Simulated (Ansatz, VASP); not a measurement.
Zn: VASP beside Ansatz

```
Zn
1.0
     2.59332    0.00000    0.00000
    -1.29666    2.24588    0.00000
     0.00000    0.00000    9.80792
Zn
4
Cartesian
  0.0000 0.0000 0.0000
  0.0000 0.0000 4.9040
  0.0000 1.4973 7.3559
  1.2967 0.7486 2.4520
```

Alike in both runs: functional PBEsol; k mesh 21 × 21 × 6; occupations gaussian, width 0.1 eV; no spin polarisation.

Ansatz relaxed the structure, and its values are those at the end. VASP's run is a single point on that final structure, the one shown.

|  | VASP | Ansatz |
| --- | --- | --- |
| version | VASP 6.6.1 | Ansatz 0.2.0 |
| potentials or method | VASP PAW PBE potentials, release 64 (Zn), cutoff 520 eV | scalar-relativistic, plane waves, PAW |
| valence electrons in the cell | 48 | 48 |

VASP gave:

```
gap on the k mesh at the Fermi level (eV) : none
pressure (GPa)                            : 0.7
```

Question: What did Ansatz give for the same quantities?

Answer: gap on the k mesh at the Fermi level (eV): none; pressure (GPa): 0.0.

VASP's potentials were made for PBE, not for PBEsol. A gap of «none» marks a metal or a gap that the smearing closes.
